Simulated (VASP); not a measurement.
Ru: single point with PBE

Crystal: Ru.

```xyz
2
Lattice="2.7236 0.0000 0.0000 -1.3618 2.3587 0.0000 0.0000 0.0000 4.2891" Properties=species:S:1:pos:R:3 pbc="T T T"
Ru    0.0000    1.5724    1.0723
Ru    1.3618    0.7862    3.2168
```

| Property | Result |
| --- | --- |
| Program | VASP 6.6.1 |
| Task | single point |
| Functional | PBE |
| Potentials or basis | VASP PAW PBE potentials, release 64 (Ru_pv) |
| Cutoff | 520 eV |
| k mesh | 5 × 5 × 3 |
| Occupations | fermi-dirac, width 0.1 eV |
| Spin | no spin polarisation |

```
Pressure               : -0.7 GPa
Band gap on the k mesh : zero (band 14 reaches 13.62 eV, above the bottom of band 15 at 11.25 eV)
```

Stress tensor (GPa, compression positive):
```
-3.52  0.00  0.00
 0.00 -3.52  0.00
 0.00  0.00  4.90
```

Levels at points of the mesh, in eV from the Fermi level:
```csv
k point,band 12,band 13,band 14,band 15,band 16,band 17
"(0.00, 0.00, 0.00)",-1.92,-1.92,-1.42,-1.42,1.13,1.13
```

Run time: 9.7 s on 1 thread of Intel Xeon 8259CL, with other jobs on the host, peak memory 0.13 GiB.

Caveat: the k points lie up to 0.53 Å⁻¹ apart.
